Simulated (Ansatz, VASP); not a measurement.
**Sc2AlN3 in VASP and in Ansatz**

```
Sc Al N
1.0
     3.79286    0.00000    0.00000
     0.00000    3.79286    0.00000
     0.00000    0.00000    6.00921
Sc Al N
2 1 3
Direct
  0.00000 0.50000 0.00000
  0.50000 0.00000 0.00000
  0.50000 0.50000 0.50000
  0.50000 0.50000 0.19977
  0.50000 0.50000 0.80023
  0.00000 0.00000 0.50000
```

Alike in both runs: functional PBE; k mesh 10 × 10 × 6; occupations gaussian, width 0.1 eV; collinear spin.

Ansatz relaxed the structure, and its values are those at the end. VASP's run is a single point on that final structure, the one shown.

|  | VASP | Ansatz |
| --- | --- | --- |
| version | VASP 6.6.1 | Ansatz 0.2.0 |
| potentials or method | VASP PAW PBE potentials, release 64 (Sc_sv, Al, N), cutoff 520 eV | scalar-relativistic, plane waves, PAW |
| valence electrons in the cell | 40 | 40 |

VASP gave:

```
gap on the k mesh at the Fermi level (eV)                     : none
pressure (GPa)                                                : 0.4
rms of the force components (eV/Å)                            : 0.025
net moment per atom (μB)                                      : 0.19
size of the moment on the site where the two differ most (μB) : 0.88
```

Question: Which values does Ansatz return?

Answer: gap on the k mesh at the Fermi level (eV): none; pressure (GPa): 0.0; rms of the force components (eV/Å): 0.000; net moment per atom (μB): 0.19; size of the moment on the site where the two differ most (μB): 1.19.

Site moments also hang on the region over which each program counts them. A gap of «none» marks a metal or a gap that the smearing closes. With one functional, cell and mesh, what is left measures potentials, basis and numerics.
